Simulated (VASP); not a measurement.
# TiC (P1) in VASP: further runs

TiC is run at these levels: PBE; tasks: single point.

All numbers are computed with VASP 6.6.1; they aren't measurements. Logs are shortened: lines on timing, memory, paths and dates and some standing lists are left out, and cuts for length are marked.

## 1. The cell of the first run

The typed cell holds 16 atoms: a = 5.787 Å, b = 5.412 Å, c = 5.853 Å, α = 80.64°, β = 75.54°, γ = 89.60°.

## 2. Single point, PBE

File INCAR:

```
SYSTEM = TiC
PREC = Accurate ; ENCUT = 520
EDIFF = 1E-7 ; ISMEAR = 0
SIGMA = 0.1 ; LREAL = Auto
LASPH = .TRUE. ; NELM = 80
ALGO = Normal ; ISIF = 2
LWAVE = .FALSE. ; LCHARG = .FALSE.
GGA = PE ; ISYM = 0
NBANDS = 78
```

File KPOINTS:

```
regular mesh
0
G
  3 3 3
  0 0 0
```

File POSCAR:

```
TiC
1.0
   -1.4426443395      4.3835891541      3.4916914700
    3.9608333906     -1.3730881786      3.4221353091
    3.8591383765      4.2123379792     -1.2713931645
Ti C
8 8
Direct
    0.5982799921      0.9106336086      1.0961288732
    0.4846568875     -0.1425788249      0.5771498860
    0.3351511792      0.4004680727      0.1637024648
   -0.0300157833      0.8444609797      0.6433060037
    0.2036452716      0.3504802326      0.6389542991
    0.0949399155      0.9094262333      0.1129854622
    0.8564130273      0.4391277554      0.0790473174
    0.7192577184      0.3535583736      0.6518805450
    0.5513924210      0.5450571248      0.3791325833
    0.9084488214      0.1333183327      0.8784537212
    0.1842880784      0.6355527881      0.8588733577
    1.0105097634      0.5424576548      0.3870924020
    0.2698024822      0.0389555945      0.3620982851
    0.3891475820      0.7347000666      0.9291897517
    0.7901524962      0.6852641605      0.3530727033
    0.6322594216      0.6304301014      0.8680790355
```

Potentials or basis: VASP PAW PBE potentials, release 64 (Ti_sv, C).

On the command line:

```bash
$ cat potpaw_PBE.64/Ti_sv/POTCAR potpaw_PBE.64/C/POTCAR > POTCAR
$ mpirun -np 1 vasp_std > vasp.out
```

OUTCAR:

```text
SYSTEM = TiC
   PREC = Accurate
   ENCUT = 520
   EDIFF = 1E-7
   ISMEAR = 0
   LREAL = Auto
   LASPH = .TRUE.
   NELM = 80
   ISIF = 2
   GGA = PE
   ISYM = 0

 ion  position               nearest neighbor table
   1  0.598  0.911  0.096-  14 2.06  16 2.15  10 2.16  15 2.28  13 2.32   9 2.33   2 2.69   6 2.89
                             6 2.90
   2  0.485  0.857  0.577-  14 2.00  13 2.11   9 2.18  15 2.22  11 2.27  16 2.27   1 2.69   4 2.91

   3  0.335  0.400  0.164-  14 2.06  13 2.09   9 2.21  12 2.22  16 2.31  11 2.36   5 2.66
   4  0.970  0.844  0.643-  11 2.17  13 2.21  10 2.22  16 2.27  12 2.36  15 2.47   2 2.91
   5  0.204  0.350  0.639-  10 2.14  11 2.15  12 2.19   9 2.33  13 2.49   3 2.66   8 2.79
   6  0.095  0.909  0.113-  14 2.08  10 2.17  13 2.17  15 2.19  11 2.24  12 2.31   1 2.89   1 2.90

   7  0.856  0.439  0.079-  16 2.16  10 2.16  11 2.18  15 2.21   9 2.30  12 2.34   8 2.91
   8  0.719  0.354  0.652-  16 2.09  12 2.12  10 2.14   9 2.19  15 2.25   5 2.79   7 2.91
   9  0.551  0.545  0.379-  15 1.54   2 2.18   8 2.19   3 2.21   7 2.30   1 2.33   5 2.33
  10  0.908  0.133  0.878-   5 2.14   8 2.14   7 2.16   1 2.16   6 2.17   4 2.22
  11  0.184  0.636  0.859-  14 1.48   5 2.15   4 2.17   7 2.18   6 2.24   2 2.27   3 2.36
  12  0.011  0.542  0.387-  15 1.53   8 2.12   5 2.19   3 2.22   6 2.31   7 2.34   4 2.36
  13  0.270  0.039  0.362-   3 2.09   2 2.11   6 2.17   4 2.21   1 2.32   5 2.49
  14  0.389  0.735  0.929-  11 1.48  16 1.49   2 2.00   1 2.06   3 2.06   6 2.08
  15  0.790  0.685  0.353-  12 1.53   9 1.54   6 2.19   7 2.21   2 2.22   8 2.25   1 2.28   4 2.47

  16  0.632  0.630  0.868-  14 1.49   8 2.09   1 2.15   7 2.16   4 2.27   2 2.27   3 2.31

IMPORTANT INFORMATION: All symmetrisations will be switched off!
NOSYMM: (Re-)initialisation of all symmetry stuff for point group C_1.

----------------------------------------------------------------------------------------

                                     Primitive cell

  volume of cell :     175.0031

  direct lattice vectors                    reciprocal lattice vectors
    -1.442644339  4.383589154  3.491691470    -0.072395624  0.104239722  0.125616697
     3.960833391 -1.373088179  3.422135309     0.115891974 -0.066517422  0.131390747
     3.859138376  4.212337979 -1.271393165     0.113115940  0.107237739 -0.087894397

  length of vectors
     5.786966898  5.411523110  5.852621706     0.178568196  0.187400762  0.178942934

  position of ions in fractional coordinates (direct lattice)
     0.598279992  0.910633609  0.096128873
     0.484656888  0.857421175  0.577149886
     0.335151179  0.400468073  0.163702465
     0.969984217  0.844460980  0.643306004
     0.203645272  0.350480233  0.638954299
     0.094939915  0.909426233  0.112985462
[... 8 lines left out ...]
     0.790152496  0.685264160  0.353072703
     0.632259422  0.630430101  0.868079036

  ion indices of the primitive-cell ions
[... 90 lines left out ...]
   NUPDOWN=      -1.0000    fix difference up-down
   EMIN   =  10.00;   EMAX   =-10.00  energy-range for DOS
   EFERMI =   0.00;   METHOD = LEGACY
   ISMEAR =     0;   SIGMA  =   0.10  broadening in eV -4-tet -1-fermi 0-gaus
   EFERMI_NEDOS =   21; number of points for ismear=-14 and -15
   IALGO  =     38    algorithm
   IMIX   =      4    mixing-type and parameters
     AMIX     =   0.40;   BMIX     =  1.00
     AMIX_MAG =   1.60;   BMIX_MAG =  1.00
  volume/ion in A,a.u.               =      10.94        73.81
  Fermi-wavevector in a.u.,A,eV,Ry     =   1.475014  2.787373 29.601755  2.175668
  Thomas-Fermi vector in A             =   2.589715
   LORBIT       =      0    0 simple, 1 ext, 2 COOP (PROOUT), +10 PAW based schemes
   GGA     = PE    functional components
   LHFCALC =     F    Hartree Fock is set to
   AEXX    =    0.0000 exact exchange contribution
   IVDW    =     0    specifies the selected vdW correction
   LEPSILON=     F    determine dielectric tensor
   LRPA    =     F    only Hartree local field effects (RPA)
 non-spin polarized calculation
 Gauss-broadening in eV      SIGMA  =   0.10
  energy-cutoff  :      520.00
  volume of cell :      175.00
 maximum number of plane-waves:      4732
 NGX is ok and might be reduce to    48
   NGX = 21   NGY = 21   NGZ = 21

 number of electron     127.9999999 magnetization

 Free energy of the ion-electron system (eV)
  ---------------------------------------------------
  ext. energy  EPLUGINS =         0.00000000
  ---------------------------------------------------
  free energy    TOTEN  =      -142.67661364 eV

  energy without entropy =     -142.64622636  energy(sigma->0) =     -142.66142000

 E-fermi :   9.1879     XC(G=0): -12.1756

 val. band max:        9.1709804726   @ k =   0.0000   0.0000   0.0000
 cond. band min:       9.2132673795   @ k =  -0.3333   0.3333   0.3333
 fundamental gap:      0.0422869069
 Fermi energy:         9.1878872586

 k-point     1 :       0.0000    0.0000    0.0000
  band No.  band energies     occupation
      1     -47.8694      2.00000
      2     -47.8379      2.00000
      3     -47.7937      2.00000
      4     -47.7702      2.00000
      5     -47.7541      2.00000
      6     -47.7069      2.00000
[... 1095 lines left out ...]
     75      11.1555      0.00000
     76      11.2443      0.00000
 [bands above 76 left out]

------------------------ aborting loop because EDIFF is reached ----------------------------------------

  FORCE on cell =-STRESS in cart. coord.  units (eV):
  Direction    XX          YY          ZZ          XY          YZ          ZX
  --------------------------------------------------------------------------------------
  -------------------------------------------------------------------------------------
  Total        0.3150427      0.3987781      0.2661939     -0.0588019     -0.0620286     -0.0180067
  in kB        2.8842601      3.6508686      2.4370421     -0.5383395     -0.5678802     -0.1648536
  external PRESSURE =       2.9907236 kB  Pullay stress =       0.0000000 kB

 VOLUME and BASIS-vectors are now :
 -----------------------------------------------------------------------------
  energy-cutoff  :      520.00
  volume of cell :      175.00
      direct lattice vectors                 reciprocal lattice vectors
    -1.442644339  4.383589154  3.491691470    -0.072395624  0.104239722  0.125616697
     3.960833391 -1.373088179  3.422135309     0.115891974 -0.066517422  0.131390747
     3.859138376  4.212337979 -1.271393165     0.113115940  0.107237739 -0.087894397

 POSITION                                       TOTAL-FORCE (eV/Angst)
 -----------------------------------------------------------------------------------
      3.11474      1.77716      5.08310         0.008503      0.008011      0.016953
      4.92422      3.37837      3.89270        -0.004656     -0.029632      0.032091
      1.73443      1.60886      2.33257        -0.007109      0.016533     -0.026574
      4.42803      5.80232      5.45885         0.005556     -0.006983      0.003344
      3.56022      3.10295      1.09810        -0.000446      0.005027     -0.003336
      3.90115     -0.35661      3.30003         0.015594     -0.005172      0.002840
[... 8 lines left out ...]
      2.93686      4.01004      4.65514         0.022779     -0.024958      0.028676
      4.93494      5.56257      3.26140        -0.027017      0.020852      0.019033
 -----------------------------------------------------------------------------------
    total drift:                               -0.013389      0.005007      0.021705

  FREE ENERGIE OF THE ION-ELECTRON SYSTEM (eV)
  ---------------------------------------------------
  free  energy   TOTEN  =      -142.6766136430 eV

  energy  without entropy=     -142.6462263583  energy(sigma->0) =     -142.66142000
```

It took 5.3 min on 1 thread of Intel Xeon 6975P-C (Granite Rapids), shared host; peak memory 0.34 GiB.

Results:

| Quantity | Value |
| --- | --- |
| Free energy | -142.6766 eV |
| Pressure | 0.3 GPa |
| Largest force | 0.050 eV/Å |
| Band gap on the k mesh | zero (bands 64 and 65 overlap by 0.17 eV) |

Forces on the atoms (eV/Å):
```
Ti   0.009  0.008  0.017
Ti  -0.005 -0.030  0.032
Ti  -0.007  0.017 -0.027
Ti   0.006 -0.007  0.003
Ti   0.000  0.005 -0.003
Ti   0.016 -0.005  0.003
Ti  -0.009  0.006  0.000
Ti  -0.004  0.019 -0.028
C   -0.006 -0.007 -0.022
C    0.012 -0.006 -0.002
C   -0.017 -0.035 -0.032
C   -0.016  0.032  0.008
C   -0.006  0.005  0.005
C    0.032  0.003 -0.002
C    0.023 -0.025  0.029
C   -0.027  0.021  0.019
```

Caveat: the k points lie up to 0.39 Å⁻¹ apart.

## 3. Single point, PBE

This run uses another cell than the first one, of 10.90 Å³/atom.

File INCAR:

```
SYSTEM = TiC
PREC = Accurate
ENCUT = 520
EDIFF = 1E-6
ISMEAR = 0
SIGMA = 0.1
LREAL = Auto
LASPH = .TRUE.
NELM = 100
ALGO = Normal
ISIF = 2
LWAVE = .FALSE.
LCHARG = .TRUE.
GGA = PE
LELF = .TRUE.
LVHAR = .TRUE.
ISYM = 0
NBANDS = 78
```

File KPOINTS:

```
Automatic mesh
0
G
  3 3 3
  0 0 0
```

File POSCAR:

```
TiC
1.0
   -0.1575917195      4.6443656894      4.5188973734
    4.3245175079      0.1491350088      4.2121706451
    4.4619408508      4.4750623039      0.0117116660
C Ti
8 8
Direct
    0.2954115079      0.0668640791      0.0250670637
    0.7376054183      1.0542508326      0.6924623829
    0.2829384315      0.2399513151      0.7471212897
    0.3269409711      0.7664278040      0.1978848571
    0.3239008107      0.7383978077      0.7261670171
    0.8049249676      0.2480234769      0.2174103491
    0.8187462784      0.2235781191      0.7229474765
    0.8231459797      0.7638384962      0.7347514896
    0.5688941818     -0.0007883751      0.5097657736
    0.5827077003      0.5000435742     -0.0218465713
    0.5551556297      0.4754032768      0.4972811677
    1.0639038792      0.9841350052     -0.0358889803
    0.0693615774      0.4805599654     -0.0301670902
    0.0633313728      0.5024930661      0.4954859845
    0.0950371927      0.0008473871      0.4436425199
    0.6106742706      0.9639146116      0.0792740624
```

Potentials or basis: VASP PAW PBE potentials, release 64 (C, Ti_sv).

On the command line:

```bash
$ cat potpaw_PBE.64/C/POTCAR potpaw_PBE.64/Ti_sv/POTCAR > POTCAR
$ mpirun -np 1 vasp_std > vasp.out
```

It took 6.4 min on 1 thread of Intel Xeon 6975P-C (Granite Rapids), shared host; peak memory 0.37 GiB.

Results (log left out):

- Free energy: -141.1703 eV
- Pressure: 0.3 GPa
- Largest force: 0.053 eV/Å
- Band gap on the k mesh: 0.03 eV (least direct gap 0.17 eV)

Forces on the atoms (eV/Å):
```
C    0.010  0.010  0.013
C    0.013 -0.016 -0.015
C   -0.023 -0.012  0.029
C   -0.018  0.020 -0.025
C   -0.001 -0.007  0.002
C    0.002  0.008  0.000
C    0.026  0.007  0.036
C   -0.019  0.019 -0.033
Ti  -0.015 -0.021 -0.008
Ti  -0.002 -0.010 -0.020
Ti   0.020 -0.017  0.015
Ti  -0.016 -0.020 -0.031
Ti   0.025  0.003  0.005
Ti  -0.006 -0.014  0.008
Ti  -0.019  0.002  0.033
Ti   0.023  0.047 -0.009
```

Levels at points of the mesh, in eV from the valence-band top:
| k point | band 61 | band 62 | band 63 | band 64 | band 65 | band 66 | band 67 | band 68 |
| --- | --- | --- | --- | --- | --- | --- | --- | --- |
| (0.00, 0.00, 0.00) | -1.12 | -0.85 | -0.36 | -0.18 | 0.37 | 0.72 | 0.91 | 1.17 |

Caveat: the k points lie up to 0.43 Å⁻¹ apart; the smearing spreads over this small gap. A k mesh can miss the band edges.

The gap in the log of VASP goes by the Fermi energy; the results here count the filled bands.